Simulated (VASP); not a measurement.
Set up this calculation in VASP 6.6.1, as the native input.

| Quantity | Value |
| --- | --- |
| Task | single point |
| Functional | PBE |
| Potentials or basis | VASP PAW PBE potentials, release 64 (Tl_d, F) |
| Cutoff | 520 eV |
| k mesh | 6 × 6 × 4 |
| Occupations | gaussian, width 0.1 eV |
| Spin | no spin polarisation |
| Dipole correction | no |
| Further INCAR settings | ALGO = Normal; EDIFF = 1e-06; NBANDS = 24 |

The structure of Tl2F lies in POSCAR:

```
Tl2F
1.0
    5.2330026908      0.0000000000      0.0000000000
   -2.6165013454      4.5319132683      0.0000000000
    0.0000000000      0.0000000000      3.3091325411
Tl F
2 1
Direct
    0.3333333333      0.6666666667      0.5000000000
    0.6666666667      0.3333333333      0.5000000000
    0.0000000000      0.0000000000      0.5000000000
```

The cell was generated, and may not be a known phase.

One way to write it, as run:

INCAR

```
SYSTEM = Tl2F
PREC = Accurate
ENCUT = 520
EDIFF = 1E-6
ISMEAR = 0
SIGMA = 0.1
LREAL = .FALSE.
LASPH = .TRUE.
NELM = 80
ALGO = Normal
ISIF = 2
LWAVE = .FALSE.
LCHARG = .FALSE.
GGA = PE
NBANDS = 24
```

KPOINTS

```
regular mesh
0
G
  6 6 4
  0 0 0
```

Potentials or basis: VASP PAW PBE potentials, release 64 (Tl_d, F).

Launch:

```console
$ cat potpaw_PBE.64/Tl_d/POTCAR potpaw_PBE.64/F/POTCAR > POTCAR
$ mpirun -np 1 vasp_std > vasp.out
```

It gave:

```yaml
Pressure: 0.1 GPa
Band_gap_on_the_k_mesh: zero (an odd number of electrons rules out a gap without spin polarisation)
```

Caveat: the k points lie up to 0.47 Å⁻¹ apart, too coarse for converged energies and pressures of a metal; spin-orbit coupling is left out, which moves the levels of the heavy elements.

Run time: 74 s on 1 thread of Oxide Virtual Turin-like Processor, on a shared host, peak memory 0.18 GiB.
